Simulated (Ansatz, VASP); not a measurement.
# MgO in VASP and in Ansatz

```xyz
8
Lattice="4.1607 0.0000 0.0000 0.0000 -4.1607 0.0000 0.0000 0.0000 -4.1607" Properties=species:S:1:pos:R:3 pbc="T T T"
Mg   -0.3677   -4.5284   -4.6807
Mg    2.0804   -2.0804   -4.1607
Mg    2.0804   -4.1607   -2.0804
Mg    0.0000   -2.0804   -2.0804
O     2.0804    0.0000    0.0000
O     0.0000   -2.0804    0.0000
O     0.0000    0.0000   -2.0804
O     2.0804   -2.0804   -2.0804
```

Alike in both runs: task single point; functional LDA; k mesh 6 × 6 × 6; occupations gaussian, width 0.05 eV; no spin polarisation.

```csv
,VASP,Ansatz
version,VASP 6.6.1,Ansatz 0.2.0
potentials or method,"VASP PAW LDA potentials, release 64 (Mg, O), cutoff 520 eV","scalar-relativistic, plane waves, PAW"
valence electrons in the cell,32,64
```

|  | VASP | Ansatz | Ansatz less VASP |
| --- | --- | --- | --- |
| gap on the k mesh at the Fermi level (eV) | 4.79 | 4.79 | +0.003 |
| least direct gap on the mesh (eV) | 4.79 | 4.79 | +0.003 |
| pressure (GPa) | 14.6 | 15.5 | +0.89 |
| traceless stress, the component that is largest in VASP (GPa) | 9.48 | 8.84 | -0.642 |
| rms of the force components (eV/Å) | 2.426 | 2.312 | -0.1138 |

Ansatz warns that its potentials were made for another functional, while VASP's fit it. LDA's correlation is that of Perdew and Zunger in VASP and of Perdew and Wang (1992) in Ansatz. Atom by atom the forces differ by 0.123 eV/Å (rms over components). VASP's potentials hold 32 valence electrons a cell and Ansatz's 64, so a difference there can come from the potentials and not from the codes.
